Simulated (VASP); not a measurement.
# P in VASP: settings compared

P is run at these levels: PBE, r2SCAN; tasks: single point.

Program: VASP 6.6.1. These are calculated values, not measurements. Logs are shortened: lines on timing, memory, paths and dates and some standing lists are left out, and cuts for length are marked.

**1. The cell of the first run**

The cell holds a slab with vacuum, 4 atoms: a = 4.627 Å, b = 3.292 Å, c = 27.820 Å, α = 90.00°, β = 90.00°, γ = 90.00°.

**2. Single point, PBE**

File INCAR:

```
SYSTEM = P
ALGO     = Normal         ! electronic algorithm
DIPOL    = 0.5 0.5 0.341
EDIFF    = 1E-6           ! SCF threshold, eV
ENCUT    = 520            ! plane-wave cutoff, eV
GGA      = PE             ! functional
IDIPOL   = 3            
ISIF     = 2              ! what is computed and relaxed
ISMEAR   = 0              ! smearing method
LASPH    = .True.         ! aspherical terms in the spheres
LCHARG   = .False.        ! write CHGCAR
LDIPOL   = .True.       
LREAL    = .False.        ! projectors in reciprocal space
LWAVE    = .False.        ! write WAVECAR
NBANDS   = 18             ! bands
NELM     = 60             ! most SCF steps
PREC     = Accurate       ! precision mode
SIGMA    = 0.01           ! smearing width, eV
```

File KPOINTS:

```
k-points
0
Gamma
  6 8 1
  0 0 0
```

File POSCAR:

```
P
1.0
    4.6274950459      0.0000000000      0.0000000000
    0.0000000000      3.2918636266      0.0000000000
    0.0000000000      0.0000000000     27.8195791164
P
4
Direct
    0.0912379160      0.0000000000      0.3789328440
    0.4087620840      0.5000000000      0.3789328440
    0.5912379160      0.5000000000      0.3040393865
    0.9087620840      0.0000000000      0.3040393865
```

Potentials or basis: VASP PAW PBE potentials, release 64 (P).

Started as:

```bash
cat potpaw_PBE.64/P/POTCAR > POTCAR
mpirun -np 1 vasp_std > vasp.out
```

OUTCAR:

```text
SYSTEM = P
   EDIFF = 1E-6
   ENCUT = 520
   GGA = PE
   ISIF = 2
   ISMEAR = 0
   LASPH = .True.
   LREAL = .False.
   NELM = 60
   PREC = Accurate

 ion  position               nearest neighbor table
   1  0.091  0.000  0.379-   2 2.21   2 2.21   4 2.25
   2  0.409  0.500  0.379-   1 2.21   1 2.21   3 2.25
   3  0.591  0.500  0.304-   4 2.21   4 2.21   2 2.25
   4  0.909  0.000  0.304-   3 2.21   3 2.21   1 2.25

  LATTYP: Found a simple orthorhombic cell.
 ALAT       =     3.2918636266
 B/A-ratio  =     1.4057371662
 C/A-ratio  =     8.4510120321

  Lattice vectors:

 A1 = (   0.0000000000,  -3.2918636266,   0.0000000000)
 A2 = (   4.6274950459,   0.0000000000,   0.0000000000)
 A3 = (   0.0000000000,   0.0000000000,  27.8195791164)

Analysis of symmetry for initial positions (statically):
=====================================================================
 Subroutine PRICEL returns:
 Original cell was already a primitive cell.

 Routine SETGRP: Setting up the symmetry group for a
 simple orthorhombic supercell.

 Subroutine GETGRP returns: Found  8 space group operations
 (whereof  2 operations were pure point group operations)
 out of a pool of  8 trial point group operations.

The static configuration has the point symmetry C_1h.
 The point group associated with its full space group is D_2h.

Analysis of symmetry for dynamics (positions and initial velocities):
=====================================================================
 Subroutine PRICEL returns:
 Original cell was already a primitive cell.

 Routine SETGRP: Setting up the symmetry group for a
 simple orthorhombic supercell.

 Subroutine GETGRP returns: Found  8 space group operations
 (whereof  2 operations were pure point group operations)
 out of a pool of  8 trial point group operations.

The dynamic configuration has the point symmetry C_1h.
 The point group associated with its full space group is D_2h.

 Subroutine INISYM returns: Found  8 space group operations
 (whereof  2 operations are pure point group operations),
 and found     1 'primitive' translations

----------------------------------------------------------------------------------------

                                     Primitive cell

  volume of cell :     423.7779

  direct lattice vectors                    reciprocal lattice vectors
     4.627495046  0.000000000  0.000000000     0.216099637  0.000000000  0.000000000
     0.000000000  3.291863627  0.000000000     0.000000000  0.303779291  0.000000000
     0.000000000  0.000000000 27.819579116     0.000000000  0.000000000  0.035945907

  length of vectors
     4.627495046  3.291863627 27.819579116     0.216099637  0.303779291  0.035945907

  position of ions in fractional coordinates (direct lattice)
     0.091237916  0.000000000  0.378932844
     0.408762084  0.500000000  0.378932844
     0.591237916  0.500000000  0.304039387
     0.908762084  0.000000000  0.304039387

  ion indices of the primitive-cell ions
   primitive index   ion index
                 1           1
                 2           2
                 3           3
                 4           4

----------------------------------------------------------------------------------------

 KPOINTS: k-points

Automatic generation of k-mesh.
 Grid dimensions read from file:
 generate k-points for:    6    8    1

 Generating k-lattice:

  Cartesian coordinates                     Fractional coordinates (reciprocal lattice)
     0.036016606  0.000000000  0.000000000     0.166666667  0.000000000  0.000000000
     0.000000000  0.037972411  0.000000000     0.000000000  0.125000000  0.000000000
     0.000000000  0.000000000  0.035945907     0.000000000  0.000000000  1.000000000

  Length of vectors
     0.036016606  0.037972411  0.035945907

  Shift w.r.t. Gamma in fractional coordinates (k-lattice)
     0.000000000  0.000000000  0.000000000

 Subroutine IBZKPT returns following result:
 ===========================================

 Found     20 irreducible k-points:

 Following reciprocal coordinates:
            Coordinates               Weight
  0.000000  0.000000  0.000000      1.000000
  0.166667  0.000000  0.000000      2.000000
  0.333333  0.000000  0.000000      2.000000
  0.500000  0.000000  0.000000      1.000000
  0.000000  0.125000  0.000000      2.000000
  0.166667  0.125000  0.000000      4.000000
[... 12 lines left out ...]
  0.333333  0.500000  0.000000      2.000000
  0.500000  0.500000  0.000000      1.000000
   k-points           NKPTS =     20   k-points in BZ     NKDIM =     20   number of bands    NBANDS=     18
   number of dos      NEDOS =    301   number of ions     NIONS =      4
   total plane-waves  NPLWV = 181440
   dimension x,y,z NGX =    36 NGY =   24 NGZ =  210
   dimension x,y,z NGXF=    72 NGYF=   48 NGZF=  420
   ions per type =               4
   NGX,Y,Z   is equivalent  to a cutoff of  12.93, 12.12, 12.55 a.u.
   NGXF,Y,Z  is equivalent  to a cutoff of  25.87, 24.24, 25.10 a.u.
 SYSTEM =  P
   PREC   = accura    normal or accurate (medium, high low for compatibility)
   ISTART =      0    job   : 0-new  1-cont  2-samecut
   ICHARG =      2    charge: 1-file 2-atom 10-const
   ISPIN  =      1    spin polarized calculation?
   LNONCOLLINEAR =      F non collinear calculations
   LSORBIT =      F    spin-orbit coupling
   LASPH  =      T    aspherical Exc in radial PAW
   ENCUT  =  520.0 eV  38.22 Ry    6.18 a.u.   8.60  6.12 51.73*2*pi/ulx,y,z
   NELM   =     60;   NELMIN=  2; NELMDL= -5     # of ELM steps
   EDIFF  = 0.1E-05   stopping-criterion for ELM
   LREAL  =      F    real-space projection
[... 7 lines left out ...]
   TEBEG  =    0.0;   TEEND  =   0.0 temperature during run
   PSTRESS=    0.0 pullay stress
   NELECT =      20.0000    total number of electrons
   NUPDOWN=      -1.0000    fix difference up-down
   EMIN   =  10.00;   EMAX   =-10.00  energy-range for DOS
   EFERMI =   0.00;   METHOD = LEGACY
   ISMEAR =     0;   SIGMA  =   0.01  broadening in eV -4-tet -1-fermi 0-gaus
   EFERMI_NEDOS =   21; number of points for ismear=-14 and -15
   IALGO  =     38    algorithm
   IMIX   =      4    mixing-type and parameters
     AMIX     =   0.40;   BMIX     =  1.00
     AMIX_MAG =   1.60;   BMIX_MAG =  1.00
  volume/ion in A,a.u.               =     105.94       714.95
  Fermi-wavevector in a.u.,A,eV,Ry     =   0.591614  1.117989  4.762142  0.350008
  Thomas-Fermi vector in A             =   1.640111
   LORBIT       =      0    0 simple, 1 ext, 2 COOP (PROOUT), +10 PAW based schemes
   GGA     = PE    functional components
   LHFCALC =     F    Hartree Fock is set to
   AEXX    =    0.0000 exact exchange contribution
   IVDW    =     0    specifies the selected vdW correction
   LEPSILON=     F    determine dielectric tensor
   LRPA    =     F    only Hartree local field effects (RPA)
 non-spin polarized calculation
 Gauss-broadening in eV      SIGMA  =   0.01
  energy-cutoff  :      520.00
  volume of cell :      423.78
 maximum number of plane-waves:     11464
 NGX is ok and might be reduce to    36
   NGX = 17   NGY = 13   NGZ =103

 dipolmoment           0.000000      0.000000     -0.000033 electrons x Angstroem

 number of electron      20.0000000 magnetization

 dipolmoment           0.000000      0.000000      0.000004 electrons x Angstroem

 Free energy of the ion-electron system (eV)
  ---------------------------------------------------
  ext. energy  EPLUGINS =         0.00000000
  ---------------------------------------------------
  free energy    TOTEN  =       -21.46296159 eV

  energy without entropy =      -21.46296159  energy(sigma->0) =      -21.46296159

 E-fermi :  -2.9595     XC(G=0):  -2.2038

 val. band max:       -3.0371546331   @ k =   0.0000   0.0000   0.0000
 cond. band min:      -2.1061693541   @ k =   0.0000   0.0000   0.0000
 fundamental gap:      0.9309852790
 Fermi energy:        -2.9595055830

 k-point     1 :       0.0000    0.0000    0.0000
  band No.  band energies     occupation
      1     -18.1071      2.00000
      2     -15.6315      2.00000
      3     -12.2786      2.00000
      4      -8.7718      2.00000
      5      -7.7178      2.00000
      6      -7.5790      2.00000
[... 10 lines left out ...]
     17       2.0701      0.00000
     18       2.3130      0.00000

 k-point     2 :       0.1667    0.0000    0.0000
  band No.  band energies     occupation
      1     -17.9746      2.00000
      2     -15.8265      2.00000
      3     -12.2821      2.00000
      4      -9.4607      2.00000
      5      -7.3404      2.00000
      6      -7.0453      2.00000
[... 10 lines left out ...]
     17       2.2550      0.00000
     18       2.3021      0.00000

 k-point     3 :       0.3333    0.0000    0.0000
  band No.  band energies     occupation
      1     -17.5919      2.00000
      2     -16.3538      2.00000
      3     -12.0660      2.00000
      4     -10.5380      2.00000
      5      -6.7426      2.00000
      6      -6.0804      2.00000
[... 10 lines left out ...]
     17       2.2628      0.00000
     18       2.5010      0.00000

 k-point     4 :       0.5000    0.0000    0.0000
  band No.  band energies     occupation
      1     -17.0120      2.00000
      2     -17.0120      2.00000
      3     -11.4631      2.00000
      4     -11.4631      2.00000
      5      -5.9584      2.00000
      6      -5.9584      2.00000
[... 291 lines left out ...]
      4     -12.6492      2.00000
      5      -8.1849      2.00000
      6      -8.1849      2.00000
[... 10 lines left out ...]
     17       3.4031      0.00000
     18       3.4031      0.00000

 k-point    19 :       0.3333    0.5000    0.0000
  band No.  band energies     occupation
      1     -15.0282      2.00000
      2     -15.0282      2.00000
      3     -12.8413      2.00000
      4     -12.8413      2.00000
      5      -8.2194      2.00000
      6      -8.2194      2.00000
[... 10 lines left out ...]
     17       3.2830      0.00000
     18       3.2830      0.00000

 k-point    20 :       0.5000    0.5000    0.0000
  band No.  band energies     occupation
      1     -14.9265      2.00000
      2     -14.9265      2.00000
      3     -12.9604      2.00000
      4     -12.9604      2.00000
      5      -8.0433      2.00000
      6      -8.0433      2.00000
[... 10 lines left out ...]
     17       3.4576      0.00000
     18       3.4576      0.00000

------------------------ aborting loop because EDIFF is reached ----------------------------------------

 vacuum level on the upper side and lower side of the slab       (xc-potential included)        -0.006        -0.006

  FORCE on cell =-STRESS in cart. coord.  units (eV):
  Direction    XX          YY          ZZ          XY          YZ          ZX
  --------------------------------------------------------------------------------------
  -------------------------------------------------------------------------------------
  Total        0.6642373      0.4779099      0.4043545      0.0000000      0.0000000      0.0000000
  in kB        2.5112822      1.8068342      1.5287432      0.0000000      0.0000000      0.0000000
  external PRESSURE =       1.9489532 kB  Pullay stress =       0.0000000 kB

 VOLUME and BASIS-vectors are now :
 -----------------------------------------------------------------------------
  energy-cutoff  :      520.00
  volume of cell :      423.78
      direct lattice vectors                 reciprocal lattice vectors
     4.627495046  0.000000000  0.000000000     0.216099637  0.000000000  0.000000000
     0.000000000  3.291863627  0.000000000     0.000000000  0.303779291  0.000000000
     0.000000000  0.000000000 27.819579116     0.000000000  0.000000000  0.035945907

 POSITION                                       TOTAL-FORCE (eV/Angst)
 -----------------------------------------------------------------------------------
      0.42220      0.00000     10.54175        -0.184426      0.000000      0.100675
      1.89154      1.64593     10.54175         0.184426      0.000000      0.100675
      2.73595      1.64593      8.45825        -0.184426      0.000000     -0.100675
      4.20529      0.00000      8.45825         0.184426     -0.000000     -0.100675
 -----------------------------------------------------------------------------------
    total drift:                               -0.000000      0.000000      0.000029

  FREE ENERGIE OF THE ION-ELECTRON SYSTEM (eV)
  ---------------------------------------------------
  free  energy   TOTEN  =       -21.4629615899 eV

  energy  without entropy=      -21.4629615899  energy(sigma->0) =      -21.46296159

 vacuum level on the upper side and lower side of the slab         1.984         1.984
```

Wall time 4.8 min (1 thread of Intel Xeon 8259CL, shared host); peak memory 0.47 GiB.

Results:

```
Free energy            : -21.4630 eV
Largest force          : 0.210 eV/Å
Band gap on the k mesh : 0.93 eV
```

Forces on the atoms (eV/Å):
```
P   -0.184  0.000  0.101
P    0.184  0.000  0.101
P   -0.184  0.000 -0.101
P    0.184  0.000 -0.101
```

**3. Single point, r2SCAN**

POSCAR is that of step 2.

File INCAR.step1:

```
SYSTEM = P
PREC = Accurate ; ENCUT = 520
ISMEAR = 0 ; SIGMA = 0.01
LREAL = .FALSE. ; LASPH = .TRUE.
NELM = 60 ; LDIPOL = .TRUE.
IDIPOL = 3 ; DIPOL = 0.5 0.5 0.341
NBANDS = 18 ; GGA = PE
ALGO = Normal ; EDIFF = 1E-4
LWAVE = .TRUE. ; LCHARG = .FALSE.
```

File INCAR.step2:

```
SYSTEM = P
PREC = Accurate ; ENCUT = 520
EDIFF = 1E-6 ; ISMEAR = 0
SIGMA = 0.01 ; LREAL = .FALSE.
LASPH = .TRUE. ; NELM = 60
ALGO = Normal ; ISIF = 2
LWAVE = .FALSE. ; LCHARG = .FALSE.
LDIPOL = .TRUE. ; IDIPOL = 3
DIPOL = 0.5 0.5 0.341 ; METAGGA = R2SCAN
LMIXTAU = .TRUE. ; NBANDS = 18
ISTART = 1
```

File KPOINTS:

```
Automatic mesh
0
G
  6 8 1
  0 0 0
```

Potentials or basis: VASP PAW PBE potentials, release 64 (P).

Started as:

```bash
cat potpaw_PBE.64/P/POTCAR > POTCAR
cp INCAR.step1 INCAR
mpirun -np 1 vasp_std > vasp.out
cp INCAR.step2 INCAR
mpirun -np 1 vasp_std > vasp.out
```

OUTCAR:

```text
SYSTEM = P
   PREC = Accurate
   ENCUT = 520
   EDIFF = 1E-6
   ISMEAR = 0
   LREAL = .FALSE.
   LASPH = .TRUE.
   NELM = 60
   ISIF = 2
   METAGGA = R2SCAN
   ISTART = 1

 ion  position               nearest neighbor table
   1  0.091  0.000  0.379-   2 2.21   2 2.21   4 2.25
   2  0.409  0.500  0.379-   1 2.21   1 2.21   3 2.25
   3  0.591  0.500  0.304-   4 2.21   4 2.21   2 2.25
   4  0.909  0.000  0.304-   3 2.21   3 2.21   1 2.25

  LATTYP: Found a simple orthorhombic cell.
 ALAT       =     3.2918636266
[... 622 lines left out ...]
  --------------------------------------------------------------------------------------
  -------------------------------------------------------------------------------------
  Total       -0.3279596     -0.3598201     -0.2606832      0.0000000      0.0000000      0.0000000
  in kB       -1.2399168     -1.3603719     -0.9855651      0.0000000      0.0000000      0.0000000
  external PRESSURE =      -1.1952846 kB  Pullay stress =       0.0000000 kB

 VOLUME and BASIS-vectors are now :
 -----------------------------------------------------------------------------
  energy-cutoff  :      520.00
  volume of cell :      423.78
      direct lattice vectors                 reciprocal lattice vectors
     4.627495046  0.000000000  0.000000000     0.216099637  0.000000000  0.000000000
     0.000000000  3.291863627  0.000000000     0.000000000  0.303779291  0.000000000
     0.000000000  0.000000000 27.819579116     0.000000000  0.000000000  0.035945907

 POSITION                                       TOTAL-FORCE (eV/Angst)
 -----------------------------------------------------------------------------------
      0.42220      0.00000     10.54175         0.078734     -0.000000     -0.058192
      1.89154      1.64593     10.54175        -0.078734      0.000000     -0.058192
      2.73595      1.64593      8.45825         0.078734      0.000000      0.058192
      4.20529      0.00000      8.45825        -0.078734     -0.000000      0.058192
 -----------------------------------------------------------------------------------
    total drift:                               -0.000000      0.000000      0.000005

  FREE ENERGIE OF THE ION-ELECTRON SYSTEM (eV)
  ---------------------------------------------------
  free  energy   TOTEN  =       -35.7886799300 eV

  energy  without entropy=      -35.7886799300  energy(sigma->0) =      -35.78867993

 vacuum level on the upper side and lower side of the slab         1.996         1.997
```

OUTCAR.step1:

```text
SYSTEM = P
   PREC = Accurate
   ENCUT = 520
   ISMEAR = 0
   LREAL = .FALSE.
   LASPH = .TRUE.
   NELM = 60
   GGA = PE
   EDIFF = 1E-4

[... 649 lines left out ...]
      2.73595      1.64593      8.45825        -0.184365     -0.000000     -0.100149
      4.20529      0.00000      8.45825         0.184365      0.000000     -0.100149
 -----------------------------------------------------------------------------------
    total drift:                               -0.000000      0.000000      0.000167

  FREE ENERGIE OF THE ION-ELECTRON SYSTEM (eV)
  ---------------------------------------------------
  free  energy   TOTEN  =       -21.4626736441 eV

  energy  without entropy=      -21.4626736441  energy(sigma->0) =      -21.46267364

 vacuum level on the upper side and lower side of the slab         1.985         1.985
```

Wall time 20 min (1 thread of Intel Xeon 8259CL, shared host); peak memory 0.52 GiB.

What came out:

| Item | Value |
| --- | --- |
| Free energy | -35.7887 eV |
| Largest force | 0.098 eV/Å |
| Band gap on the k mesh | 1.12 eV |

Forces in eV/Å, atoms in the order of the input:
```
P    0.079  0.000 -0.058
P   -0.079  0.000 -0.058
P    0.079  0.000  0.058
P   -0.079  0.000  0.058
```

Caveat: the PAW data sets were made with another functional, which shifts forces and pressure a little.
